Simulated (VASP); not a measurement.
A run of VASP 6.6.1:

INCAR

```
SYSTEM = Bi
ALGO = Normal
EDIFF = 1E-6
ENCUT = 520
GGA = PS
ISIF = 2
ISMEAR = -1
LASPH = .True.
LCHARG = .False.
LREAL = .False.
LWAVE = .False.
NBANDS = 22
NELM = 60
PREC = Accurate
SIGMA = 0.1
```

KPOINTS

```
k-points
0
Gamma
  12 12 7
  0 0 0
```

File POSCAR:

```
Bi
1.0
    2.9450600834      0.0000000000      0.0000000000
   -1.4725300417      2.5504968479      0.0000000000
    0.0000000000      0.0000000000      4.6565090879
Bi
2
Direct
    0.3333333333      0.6666666667      0.2500000000
    0.6666666667      0.3333333333      0.7500000000
```

Potentials or basis: VASP PAW PBE potentials, release 64 (Bi_d).

Command:

```console
$ cat potpaw_PBE.64/Bi_d/POTCAR > POTCAR
$ mpirun -np 1 vasp_std > vasp.out
```

Hardware: 1 thread of Intel(R) Xeon(R) Platinum 8259CL CPU @ 2.50GHz (Skylake/Cascade Lake) (shared host).

Problem. How long does it take, and how much memory?

Solution. Run time: 29 s on 1 thread of Intel(R) Xeon(R) Platinum 8259CL CPU @ 2.50GHz (Skylake/Cascade Lake), with other jobs on the host, peak memory 0.18 GiB. Counts: scf iterations 11, k points 76.
